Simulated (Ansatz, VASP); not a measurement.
## SnO in VASP and in Ansatz

```
Sn O
1.0
     3.82015    0.00030    0.00000
    -0.00031    3.82015    0.00000
     0.00000    0.00000   22.22608
Sn O
4 4
Cartesian
  3.8196 3.8202 4.5000
  1.9097 1.9100 6.8630
  2.3872 2.3876 10.8630
  4.2971 4.2978 13.2261
  3.8198 1.9102 5.6815
  1.9096 3.8201 5.6815
  2.3870 4.2976 12.0446
  4.2973 2.3877 12.0446
```

Alike in both runs: task single point; functional PBE; dispersion D3(BJ); k mesh 7 × 7 × 1; occupations gaussian, width 0.05 eV; no spin polarisation.

|  | VASP | Ansatz |
| --- | --- | --- |
| version | VASP 6.6.1 | Ansatz 0.2.0 |
| potentials or method | VASP PAW PBE potentials, release 64 (Sn_d, O), cutoff 520 eV | scalar-relativistic, plane waves, PAW |
| valence electrons in the cell | 80 | 80 |

```csv
,VASP,Ansatz,Ansatz less VASP
gap on the k mesh at the Fermi level (eV),2.29,2.30,+0.007
least direct gap on the mesh (eV),2.50,2.54,+0.042
rms of the force components (eV/Å),0.031,0.039,+0.0080
```
